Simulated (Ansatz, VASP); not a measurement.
In3Se: VASP beside Ansatz

```
In Se
1.0
     4.70090    0.00000    0.00000
     0.00000    4.70090    0.00000
     0.00000    0.00000    4.70090
In Se
3 1
Direct
  0.00000 0.50000 0.50000
  0.50000 0.00000 0.50000
  0.50000 0.50000 0.00000
  0.00000 0.00000 0.00000
```

Alike in both runs: task single point; functional PBE; dispersion D3(BJ); k mesh 10 × 10 × 10; occupations gaussian, width 0.15 eV; no spin polarisation.

|  | VASP | Ansatz |
| --- | --- | --- |
| version | VASP 6.6.1 | Ansatz 0.2.0 |
| potentials or method | VASP PAW PBE potentials, release 64 (In_d, Se), cutoff 520 eV | scalar-relativistic, plane waves, PAW |
| valence electrons in the cell | 45 | 55 |

|  | VASP | Ansatz | Ansatz less VASP |
| --- | --- | --- | --- |
| gap on the k mesh at the Fermi level (eV) | none | none | - |
| pressure (GPa) | 0.0 | 0.0 | +0.02 |

A gap of «none» marks a metal or a gap that the smearing closes. VASP's potentials hold 45 valence electrons a cell and Ansatz's 55, so a difference there can come from the potentials and not from the codes.
